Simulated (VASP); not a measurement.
Wanted: the native input for a VASP 6.6.1 run.

```yaml
Task: single point
Functional: PBE
Potentials_or_basis: VASP PAW PBE potentials, release 64 (Ni)
Cutoff: 600 eV
k_mesh: 14 × 14 × 14
Occupations: fermi-dirac, width 0.1 eV
Spin: collinear spin, ferromagnetic start
Starting_moments: "[2.0] μB"
Dipole_correction: no
Further_INCAR_settings: ALGO = Normal; EDIFF = 1e-06; NBANDS = 15
```

The structure of Ni lies in POSCAR:

```
Ni
1.0
    0.0000000000      1.7659500000      1.7659500000
    1.7659500000      0.0000000000      1.7659500000
    1.7659500000      1.7659500000      0.0000000000
Ni
1
Direct
    0.0000000000      0.0000000000      0.0000000000
```

The input as run:

INCAR

```
SYSTEM = Ni
PREC = Accurate ; ENCUT = 600
EDIFF = 1E-6 ; ISMEAR = -1
SIGMA = 0.1 ; LREAL = .FALSE.
LASPH = .TRUE. ; NELM = 200
ALGO = Normal ; ISIF = 2
LWAVE = .FALSE. ; LCHARG = .FALSE.
ISPIN = 2 ; MAGMOM = 2
LORBIT = 11 ; LMAXMIX = 4
GGA = PE ; NBANDS = 15
GGA_COMPAT = .FALSE.
```

KPOINTS

```
Automatic mesh
0
G
  14 14 14
  0 0 0
```

Potentials or basis: VASP PAW PBE potentials, release 64 (Ni).

Launch:

```sh
$ cat potpaw_PBE.64/Ni/POTCAR > POTCAR
$ mpirun -np 1 vasp_std > vasp.out
```

It gave:

* Pressure: -1.9 GPa
* Net moment: 0.60 μB per cell
* Site moments: Ni +0.61 μB
* Valence electrons inside the program's atomic spheres: Ni 9.29

It took 17 s on 1 thread of Intel(R) Xeon(R) 6975P-C (Granite Rapids) (shared host), peak memory 0.15 GiB.
